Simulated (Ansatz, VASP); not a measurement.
# Al6N in VASP and in Ansatz

```
Al N
1.0
     5.71430    0.00000    0.00000
     0.00000    5.71430    0.00000
     0.00000    0.00000   22.17502
Al N
12 2
Direct
  0.25000 0.25000 0.18038
  0.25000 0.75000 0.18038
  0.75000 0.25000 0.18038
  0.75000 0.75000 0.18038
  0.00000 0.00000 0.27441
  0.00000 0.50000 0.27441
  0.50000 0.00000 0.27441
  0.50000 0.50000 0.27441
  0.25000 0.25000 0.36866
  0.25000 0.75000 0.36866
  0.75000 0.25000 0.36866
  0.75000 0.75000 0.36866
  0.23750 0.50000 0.43360
  0.76250 0.50000 0.43360
```

Alike in both runs: task single point; functional PBE; k mesh 5 × 5 × 1; occupations gaussian, width 0.1 eV; no spin polarisation.

```csv
,VASP,Ansatz
version,VASP 6.6.1,Ansatz 0.2.0
potentials or method,"VASP PAW PBE potentials, release 64 (Al, N), cutoff 520 eV","scalar-relativistic, plane waves, PAW"
valence electrons in the cell,46,46
```

Ansatz gave:

* gap on the k mesh at the Fermi level (eV): none
* rms of the force components (eV/Å): 0.827
* work function, face that differs most (eV): 6.69

Problem. Which values does VASP return?

Solution. gap on the k mesh at the Fermi level (eV): none; rms of the force components (eV/Å): 0.823; work function, face that differs most (eV): 6.69.

Atom by atom the forces differ by 0.004 eV/Å (rms over components). A gap of «none» marks a metal or a gap that the smearing closes. The functional is the same, so the differences come from potentials, cutoffs and numerics.
